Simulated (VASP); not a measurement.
# KZnF3 in VASP: notebook

KZnF3 is run at these levels: PBEsol; tasks: single point, relaxation of cell and atoms.

All numbers are computed with VASP 6.6.1; they aren't measurements. Logs are shortened: lines on timing, memory, paths and dates and some standing lists are left out, and cuts for length are marked.

## 1. The cell of the first run

The structure is tetragonal, space group P4/mmm (No. 123). The conventional cell has a = 4.173 Å, b = 4.173 Å, c = 3.968 Å, α = 90.00°, β = 90.00°, γ = 90.00°. K (site symmetry 4/mmm) has 12 F at 2.88 to 2.95 Å and 8 Zn at 3.56 Å within 3.8 Å. Zn (site symmetry 4/mmm) has 6 F at 1.98 to 2.09 Å within 2.6 Å. Within 3.0 Å of F (site symmetry mmm) lie 2 Zn at 2.09 Å and 4 K at 2.88 Å and 8 F at 2.88 to 2.95 Å. F (site symmetry 4/mmm) has 2 Zn at 1.98 Å within 2.6 Å.

## 2. Single point, PBEsol (biaxial strain in the a-b plane: +3.0 %, then relaxed in part)

Contents of INCAR:

```
SYSTEM = KZnF3
ALGO = Normal ; EDIFF = 1E-6
ENCUT = 520 ; GGA = PS
ISIF = 2 ; ISMEAR = 0
LASPH = .True. ; LCHARG = .False.
LREAL = .False. ; LWAVE = .False.
NBANDS = 29 ; NELM = 60
PREC = Accurate ; SIGMA = 0.02
```

Contents of KPOINTS:

```
k-points
0
Gamma
  6 6 6
  0 0 0
```

Contents of POSCAR:

```
KZnF3
1.0
    4.1734988201      0.0000000000      0.0000000000
    0.0000000000      4.1734988201      0.0000000000
    0.0000000000      0.0000000000      3.9678378647
K Zn F
1 1 3
Direct
    0.0000000000      0.0000000000      0.0000000000
    0.5000000000      0.5000000000      0.5000000000
    0.0000000000      0.5000000000      0.5000000000
    0.5000000000      0.0000000000      0.5000000000
    0.5000000000      0.5000000000      0.0000000000
```

Potentials or basis: VASP PAW PBE potentials, release 64 (K_sv, Zn, F).

The run is started by

```
$ cat potpaw_PBE.64/K_sv/POTCAR potpaw_PBE.64/Zn/POTCAR potpaw_PBE.64/F/POTCAR > POTCAR
$ mpirun -np 1 vasp_std > vasp.out
```

OUTCAR:

```text
SYSTEM = KZnF3
   EDIFF = 1E-6
   ENCUT = 520
   GGA = PS
   ISIF = 2
   ISMEAR = 0
   LASPH = .True.
   LREAL = .False.
   NELM = 60
   PREC = Accurate

 ion  position               nearest neighbor table
   1  0.000  0.000  0.000-
   2  0.500  0.500  0.500-   5 1.98   5 1.98   3 2.09   4 2.09   4 2.09   3 2.09
   3  0.000  0.500  0.500-   2 2.09   2 2.09
   4  0.500  0.000  0.500-   2 2.09   2 2.09
   5  0.500  0.500  0.000-   2 1.98   2 1.98

  LATTYP: Found a simple tetragonal cell.
 ALAT       =     4.1734988201
 C/A-ratio  =     0.9507221724

  Lattice vectors:

 A1 = (   4.1734988201,   0.0000000000,   0.0000000000)
 A2 = (   0.0000000000,   4.1734988201,   0.0000000000)
 A3 = (   0.0000000000,   0.0000000000,   3.9678378647)

Analysis of symmetry for initial positions (statically):
=====================================================================
 Subroutine PRICEL returns:
 Original cell was already a primitive cell.

 Routine SETGRP: Setting up the symmetry group for a
 simple tetragonal supercell.

 Subroutine GETGRP returns: Found 16 space group operations
 (whereof 16 operations were pure point group operations)
 out of a pool of 16 trial point group operations.

The static configuration has the point symmetry D_4h.

Analysis of symmetry for dynamics (positions and initial velocities):
=====================================================================
 Subroutine PRICEL returns:
 Original cell was already a primitive cell.

 Routine SETGRP: Setting up the symmetry group for a
 simple tetragonal supercell.

 Subroutine GETGRP returns: Found 16 space group operations
 (whereof 16 operations were pure point group operations)
 out of a pool of 16 trial point group operations.

The dynamic configuration has the point symmetry D_4h.

 Subroutine INISYM returns: Found 16 space group operations
 (whereof 16 operations are pure point group operations),
 and found     1 'primitive' translations

----------------------------------------------------------------------------------------

                                     Primitive cell

  volume of cell :      69.1122

  direct lattice vectors                    reciprocal lattice vectors
     4.173498820  0.000000000  0.000000000     0.239607112  0.000000000  0.000000000
     0.000000000  4.173498820  0.000000000     0.000000000  0.239607112  0.000000000
     0.000000000  0.000000000  3.967837865     0.000000000  0.000000000  0.252026427

  length of vectors
     4.173498820  4.173498820  3.967837865     0.239607112  0.239607112  0.252026427

  position of ions in fractional coordinates (direct lattice)
     0.000000000  0.000000000  0.000000000
     0.500000000  0.500000000  0.500000000
     0.000000000  0.500000000  0.500000000
     0.500000000  0.000000000  0.500000000
     0.500000000  0.500000000  0.000000000

  ion indices of the primitive-cell ions
   primitive index   ion index
                 1           1
                 2           2
                 3           3
                 4           4
                 5           5

----------------------------------------------------------------------------------------

 KPOINTS: k-points

Automatic generation of k-mesh.
 Grid dimensions read from file:
 generate k-points for:    6    6    6

 Generating k-lattice:

  Cartesian coordinates                     Fractional coordinates (reciprocal lattice)
     0.039934519  0.000000000  0.000000000     0.166666667  0.000000000  0.000000000
     0.000000000  0.039934519  0.000000000     0.000000000  0.166666667  0.000000000
     0.000000000  0.000000000  0.042004405     0.000000000  0.000000000  0.166666667

  Length of vectors
     0.039934519  0.039934519  0.042004405

  Shift w.r.t. Gamma in fractional coordinates (k-lattice)
     0.000000000  0.000000000  0.000000000

 Subroutine IBZKPT returns following result:
 ===========================================

 Found     40 irreducible k-points:

 Following reciprocal coordinates:
            Coordinates               Weight
  0.000000  0.000000  0.000000      1.000000
  0.166667  0.000000  0.000000      4.000000
  0.333333  0.000000  0.000000      4.000000
  0.500000  0.000000  0.000000      2.000000
  0.166667  0.166667  0.000000      4.000000
  0.333333  0.166667  0.000000      8.000000
[... 16 lines left out ...]
  0.333333  0.000000  0.333333      8.000000
  0.500000  0.000000  0.333333      4.000000
 [... further k-points ...]
   k-points           NKPTS =     40   k-points in BZ     NKDIM =     40   number of bands    NBANDS=     29
   number of dos      NEDOS =    301   number of ions     NIONS =      5
   total plane-waves  NPLWV =  30720
   dimension x,y,z NGX =    32 NGY =   32 NGZ =   30
   dimension x,y,z NGXF=    64 NGYF=   64 NGZF=   60
   ions per type =               1   1   3
   NGX,Y,Z   is equivalent  to a cutoff of  12.75, 12.75, 12.57 a.u.
   NGXF,Y,Z  is equivalent  to a cutoff of  25.49, 25.49, 25.14 a.u.
[... 50 lines left out ...]

 Free energy of the ion-electron system (eV)
  ---------------------------------------------------
  ext. energy  EPLUGINS =         0.00000000
  ---------------------------------------------------
  free energy    TOTEN  =       -21.29956304 eV

  energy without entropy =      -21.29956304  energy(sigma->0) =      -21.29956304

 E-fermi :  -0.9622     XC(G=0):  -9.9273

 val. band max:       -1.1441127452   @ k =   0.5000   0.5000   0.5000
 cond. band min:       2.2799107823   @ k =   0.0000   0.0000   0.0000
 fundamental gap:      3.4240235275
 Fermi energy:        -0.9622026966

 k-point     1 :       0.0000    0.0000    0.0000
  band No.  band energies     occupation
      1     -28.0396      2.00000
      2     -22.5742      2.00000
      3     -21.9020      2.00000
      4     -21.7366      2.00000
      5     -11.6040      2.00000
      6     -11.6040      2.00000
[... 21 lines left out ...]
     28       9.9128      0.00000
     29      12.1671      0.00000

 k-point     2 :       0.1667    0.0000    0.0000
  band No.  band energies     occupation
      1     -28.0355      2.00000
      2     -22.5572      2.00000
      3     -21.8972      2.00000
      4     -21.7555      2.00000
      5     -11.6002      2.00000
      6     -11.5951      2.00000
[... 21 lines left out ...]
     28       9.9801      0.00000
     29      11.9996      0.00000

 k-point     3 :       0.3333    0.0000    0.0000
  band No.  band energies     occupation
      1     -28.0273      2.00000
      2     -22.5228      2.00000
      3     -21.8825      2.00000
      4     -21.8001      2.00000
      5     -11.5926      2.00000
      6     -11.5773      2.00000
[... 21 lines left out ...]
     28      10.1260      0.00000
     29      11.7190      0.00000

 k-point     4 :       0.5000    0.0000    0.0000
  band No.  band energies     occupation
      1     -28.0232      2.00000
      2     -22.5047      2.00000
      3     -21.8623      2.00000
      4     -21.8354      2.00000
      5     -11.5887      2.00000
      6     -11.5682      2.00000
[... 21 lines left out ...]
     28      10.6961      0.00000
     29      11.0621      0.00000

 k-point     5 :       0.1667    0.1667    0.0000
  band No.  band energies     occupation
      1     -28.0317      2.00000
      2     -22.5393      2.00000
      3     -21.8937      2.00000
      4     -21.7727      2.00000
      5     -11.6106      2.00000
      6     -11.5823      2.00000
[... 21 lines left out ...]
     28      10.0354      0.00000
     29      11.6168      0.00000
[... 510 lines left out ...]
     28       9.9107      0.00000
     29      12.4103      0.00000

 k-point    22 :       0.1667    0.0000    0.3333
  band No.  band energies     occupation
      1     -28.0188      2.00000
      2     -22.4000      2.00000
      3     -22.0182      2.00000
      4     -21.7482      2.00000
      5     -11.6184      2.00000
      6     -11.5729      2.00000
[... 21 lines left out ...]
     28       9.9153      0.00000
     29      11.7218      0.00000

 k-point    23 :       0.3333    0.0000    0.3333
  band No.  band energies     occupation
      1     -28.0126      2.00000
      2     -22.3825      2.00000
      3     -21.9617      2.00000
      4     -21.8016      2.00000
      5     -11.6444      2.00000
      6     -11.6047      2.00000
[... 21 lines left out ...]
     28      10.0100      0.00000
     29      11.1093      0.00000

 k-point    24 :       0.5000    0.0000    0.3333
  band No.  band energies     occupation
      1     -28.0095      2.00000
      2     -22.3746      2.00000
      3     -21.8904      2.00000
      4     -21.8704      2.00000
      5     -11.6408      2.00000
      6     -11.6372      2.00000
[... 21 lines left out ...]
     28      10.5294      0.00000
     29      11.1131      0.00000

 [... further k-points ...]

------------------------ aborting loop because EDIFF is reached ----------------------------------------

  FORCE on cell =-STRESS in cart. coord.  units (eV):
  Direction    XX          YY          ZZ          XY          YZ          ZX
  --------------------------------------------------------------------------------------
  -------------------------------------------------------------------------------------
  Total       -1.5314460     -1.5314460      0.1854453      0.0000000      0.0000000      0.0000000
  in kB      -35.5024029    -35.5024029      4.2990440      0.0000000      0.0000000      0.0000000
  external PRESSURE =     -22.2352540 kB  Pullay stress =       0.0000000 kB

 VOLUME and BASIS-vectors are now :
 -----------------------------------------------------------------------------
  energy-cutoff  :      520.00
  volume of cell :       69.11
      direct lattice vectors                 reciprocal lattice vectors
     4.173498820  0.000000000  0.000000000     0.239607112  0.000000000  0.000000000
     0.000000000  4.173498820  0.000000000     0.000000000  0.239607112  0.000000000
     0.000000000  0.000000000  3.967837865     0.000000000  0.000000000  0.252026427

 POSITION                                       TOTAL-FORCE (eV/Angst)
 -----------------------------------------------------------------------------------
      0.00000      0.00000      0.00000         0.000000      0.000000      0.000000
      2.08675      2.08675      1.98392         0.000000      0.000000      0.000000
      0.00000      2.08675      1.98392         0.000000      0.000000      0.000000
      2.08675      0.00000      1.98392         0.000000      0.000000      0.000000
      2.08675      2.08675      0.00000         0.000000      0.000000      0.000000
 -----------------------------------------------------------------------------------
    total drift:                                0.000000     -0.000000     -0.000000

  FREE ENERGIE OF THE ION-ELECTRON SYSTEM (eV)
  ---------------------------------------------------
  free  energy   TOTEN  =       -21.2995630403 eV

  energy  without entropy=      -21.2995630403  energy(sigma->0) =      -21.29956304
```

Run time: 84 s. Hardware: 1 thread of Intel Xeon 8259CL, shared host; peak memory 0.23 GiB.

What came out:

- Free energy: -21.2996 eV
- Pressure: -2.2 GPa
- Band gap on the k mesh: 3.42 eV (least direct gap 5.15 eV)

Stress tensor (GPa, compression positive):
```
-3.55  0.00  0.00
 0.00 -3.55  0.00
 0.00  0.00  0.43
```

Levels at points of the mesh, in eV from the valence-band top:
| k point | band 17 | band 18 | band 19 | band 20 | band 21 | band 22 | band 23 | band 24 | band 25 | band 26 |
| --- | --- | --- | --- | --- | --- | --- | --- | --- | --- | --- |
| (0.00, 0.00, 0.00) | -2.03 | -1.83 | -1.74 | -1.73 | -1.73 | 3.42 | 8.53 | 8.73 | 9.05 | 10.74 |
| (0.50, 0.00, 0.00) | -1.99 | -1.87 | -1.71 | -1.65 | -1.61 | 6.02 | 7.91 | 9.45 | 10.67 | 11.18 |
| (0.50, 0.50, 0.00) | -2.10 | -1.70 | -1.70 | -1.39 | -0.26 | 7.50 | 9.57 | 9.57 | 9.76 | 11.38 |
| (0.00, 0.00, 0.50) | -1.86 | -1.86 | -1.73 | -1.73 | -1.70 | 6.36 | 8.16 | 9.78 | 10.83 | 10.83 |
| (0.50, 0.00, 0.50) | -2.07 | -1.79 | -1.76 | -1.43 | -0.07 | 7.72 | 9.64 | 9.93 | 10.00 | 11.15 |
| (0.50, 0.50, 0.50) | -1.41 | -1.41 | -1.37 | -0.26 | 0.00 | 8.14 | 8.14 | 8.30 | 9.70 | 11.73 |

Caveat: the cell differs from its parent crystal (biaxial strain in the a-b plane: +3.0 %, then relaxed in part); the PAW data sets were made with another functional, which shifts forces and pressure a little. A k mesh can miss the band edges.

## 3. Single point, PBEsol

Contents of INCAR:

```
ALGO = Normal
EDIFF = 1E-6
ENCUT = 520
GGA = PS
ISIF = 2
ISMEAR = 0
LASPH = True
LCHARG = False
LREAL = False
LWAVE = False
NBANDS = 29
NELM = 80
PREC = Accurate
SIGMA = 0.02
```

Contents of KPOINTS:

```
k-points
0
Gamma
  6 6 6
```

POSCAR is that of step 2.

Potentials or basis: VASP PAW PBE potentials, release 64 (K_sv, Zn, F).

The run is started by

```
$ cat potpaw_PBE.64/K_sv/POTCAR potpaw_PBE.64/Zn/POTCAR potpaw_PBE.64/F/POTCAR > POTCAR
$ mpirun -np 1 vasp_std > vasp.out
```

Run time: 69 s. Hardware: 1 thread of Intel Xeon 8259CL, shared host; peak memory 0.23 GiB.

It converged, with:

* Free energy: -21.2996 eV
* Pressure: -2.2 GPa
* Band gap on the k mesh: 3.42 eV (least direct gap 5.15 eV)

Stress tensor (GPa, compression positive):
```
-3.55  0.00  0.00
 0.00 -3.55  0.00
 0.00  0.00  0.43
```

Levels at points of the mesh, in eV from the valence-band top:
| k point | band 17 | band 18 | band 19 | band 20 | band 21 | band 22 | band 23 | band 24 | band 25 | band 26 |
| --- | --- | --- | --- | --- | --- | --- | --- | --- | --- | --- |
| (0.00, 0.00, 0.00) | -2.03 | -1.83 | -1.74 | -1.73 | -1.73 | 3.42 | 8.53 | 8.73 | 9.05 | 10.74 |
| (0.50, 0.00, 0.00) | -1.99 | -1.87 | -1.71 | -1.65 | -1.61 | 6.02 | 7.91 | 9.45 | 10.67 | 11.18 |
| (0.50, 0.50, 0.00) | -2.10 | -1.70 | -1.70 | -1.39 | -0.26 | 7.50 | 9.57 | 9.57 | 9.76 | 11.38 |
| (0.00, 0.00, 0.50) | -1.86 | -1.86 | -1.73 | -1.73 | -1.70 | 6.36 | 8.16 | 9.78 | 10.83 | 10.83 |
| (0.50, 0.00, 0.50) | -2.07 | -1.79 | -1.76 | -1.43 | -0.07 | 7.72 | 9.64 | 9.93 | 10.00 | 11.15 |
| (0.50, 0.50, 0.50) | -1.41 | -1.41 | -1.37 | -0.26 | 0.00 | 8.14 | 8.14 | 8.30 | 9.70 | 11.73 |

Caveat: the PAW data sets were made with another functional, which shifts forces and pressure a little. A k mesh can miss the band edges.

## 4. Single point, PBEsol (biaxial strain in the a-b plane: +3.0 %)

Contents of INCAR:

```
SYSTEM = KZnF3
PREC = Accurate
ENCUT = 520
EDIFF = 1E-6
ISMEAR = 0
SIGMA = 0.02
LREAL = .FALSE.
LASPH = .TRUE.
NELM = 100
ALGO = Normal
ISIF = 2
LWAVE = .FALSE.
LCHARG = .FALSE.
GGA = PS
NBANDS = 29
```

Contents of KPOINTS:

```
regular mesh
0
G
  6 6 6
  0 0 0
```

POSCAR: that of step 3 with these lines changed.

```diff
@@ -4,3 +4,3 @@
     0.0000000000      4.1734988201      0.0000000000
-    0.0000000000      0.0000000000      3.9678378647
+    0.0000000000      0.0000000000      3.9790056712
 K Zn F
```

The run is started by

```
$ cat potpaw_PBE.64/K_sv/POTCAR potpaw_PBE.64/Zn/POTCAR potpaw_PBE.64/F/POTCAR > POTCAR
$ mpirun -np 1 vasp_std > vasp.out
```

Wall time 73 s (1 thread of Intel Xeon 8259CL, shared host); peak memory 0.23 GiB.

Results (log left out):

| Property | Result |
| --- | --- |
| Free energy | -21.3003 eV |
| Pressure | -2.4 GPa |
| Band gap on the k mesh | 3.42 eV (least direct gap 5.13 eV) |

Stress tensor (GPa, compression positive):
```
-3.67  0.00  0.00
 0.00 -3.67  0.00
 0.00  0.00  0.02
```

Levels at points of the mesh, in eV from the valence-band top:
```
           k point  band 17  band 18  band 19  band 20  band 21  band 22  band 23  band 24  band 25  band 26
(0.00, 0.00, 0.00)    -2.00    -1.81    -1.71    -1.71    -1.71     3.42     8.55     8.74     9.05    10.77
(0.50, 0.00, 0.00)    -1.97    -1.85    -1.70    -1.63    -1.59     6.02     7.92     9.47    10.69    11.17
(0.50, 0.50, 0.00)    -2.08    -1.68    -1.68    -1.37    -0.25     7.50     9.58     9.58     9.78    11.39
(0.00, 0.00, 0.50)    -1.84    -1.84    -1.70    -1.70    -1.69     6.34     8.16     9.78    10.84    10.84
(0.50, 0.00, 0.50)    -2.05    -1.77    -1.74    -1.40    -0.06     7.71     9.65     9.92    10.01    11.17
(0.50, 0.50, 0.50)    -1.38    -1.38    -1.35    -0.24     0.00     8.16     8.16     8.31     9.68    11.74
```

Caveat: the cell differs from its parent crystal (biaxial strain in the a-b plane: +3.0 %); the PAW data sets were made with another functional, which shifts forces and pressure a little. A k mesh can miss the band edges.

## 5. Relaxation of cell and atoms, PBEsol

This run uses another cell than the first one, of 13.26 Å³/atom.

Contents of INCAR:

```
SYSTEM = KZnF3
  PREC = Accurate
  ENCUT = 600
  EDIFF = 1E-6
  ISMEAR = 0
  SIGMA = 0.02
  LREAL = .FALSE.
  LASPH = .TRUE.
  NELM = 100
  ALGO = Normal
  ISIF = 3
  LWAVE = .FALSE.
  LCHARG = .FALSE.
  GGA = PS
  IBRION = 2
  NSW = 100
  EDIFFG = -0.005
```

Contents of KPOINTS:

```
Automatic mesh
0
G
  6 6 6
  0 0 0
```

POSCAR: that of step 4 with these lines changed.

```diff
@@ -2,5 +2,5 @@
 1.0
-    4.1734988201      0.0000000000      0.0000000000
-    0.0000000000      4.1734988201      0.0000000000
-    0.0000000000      0.0000000000      3.9790056712
+    4.0474167900      0.0000000000      0.0000000000
+    0.0000000000      4.0474167900      0.0000000000
+    0.0000000000      0.0000000000      4.0474167900
 K Zn F
```

The run is started by

```
$ cat potpaw_PBE.64/K_sv/POTCAR potpaw_PBE.64/Zn/POTCAR potpaw_PBE.64/F/POTCAR > POTCAR
$ mpirun -np 1 vasp_std > vasp.out
```

Wall time 62 s (1 thread of Intel Xeon 8259CL, shared host); peak memory 0.21 GiB.

The run converged. Its results:

| Property | Result |
| --- | --- |
| Free energy | -21.3461 eV |
| Relaxed volume | 13.35 Å³/atom |
| Relaxed cell | a = 4.057 Å, b = 4.057 Å, c = 4.057 Å, α = 90.00°, β = 90.00°, γ = 90.00° |
| Space group after relaxing (to 0.1 Å) | Pm-3m (No. 221) |
| Energy gained by relaxing | 0.2 meV/atom |
| Ionic steps | 2 |
| Pressure after relaxing | 0.0 GPa |
| Band gap on the k mesh | 3.63 eV (least direct gap 5.45 eV) |

The path:
```tsv
step	energy change (eV)	largest force (eV/Å)	pressure (GPa)	volume (Å³)
1	0.0000	0.0000	0.59	66.30
2	-0.0009	0.0000	-0.02	66.77
```

Final structure:
```
K Zn F
1.0
     4.05699    0.00000    0.00000
     0.00000    4.05699    0.00000
     0.00000    0.00000    4.05699
K Zn F
1 1 3
Direct
  0.00000 0.00000 0.00000
  0.50000 0.50000 0.50000
  0.00000 0.50000 0.50000
  0.50000 0.00000 0.50000
  0.50000 0.50000 0.00000
```

Levels at points of the mesh, in eV from the valence-band top:
```tsv
k point	band 18	band 19	band 20	band 21	band 22	band 23	band 24	band 25
(0.00, 0.00, 0.00)	-2.03	-1.83	-1.83	-1.83	3.63	8.61	8.61	9.23
(0.50, 0.00, 0.00)	-2.00	-1.68	-1.68	-1.60	6.42	8.15	9.58	11.01
(0.50, 0.50, 0.00)	-1.77	-1.77	-1.47	0.00	7.91	9.96	9.96	10.03
(0.50, 0.50, 0.50)	-1.46	-1.46	0.00	0.00	8.29	8.29	8.29	10.08
```

Caveat: the PAW data sets were made with another functional, which shifts forces and pressure a little. A k mesh can miss the band edges.

## 6. The runs side by side

| task | cell | cutoff (eV) | gap on the mesh (eV) | pressure (GPa) |
| --- | --- | --- | --- | --- |
| single point | a = 4.173, b = 4.173, c = 3.968 Å, 5 atoms | 520 | 3.42 | -2.2 |
| single point | a = 4.173, b = 4.173, c = 3.979 Å, 5 atoms | 520 | 3.42 | -2.4 |
| relaxation of cell and atoms | relaxed from a = 4.047 Å, 5 atoms | 600 | 3.63 | 0.0 |

Alike in all rows: level PBEsol; potentials or basis VASP PAW PBE potentials, release 64 (K_sv, Zn, F); no spin polarisation; k mesh 6 × 6 × 6; smearing gaussian 0.02 eV.

Caveats: the PAW data sets were made with another functional, which shifts forces and pressure a little.

Total energies depend on the potentials used, so only differences within one code and one set of settings carry meaning.
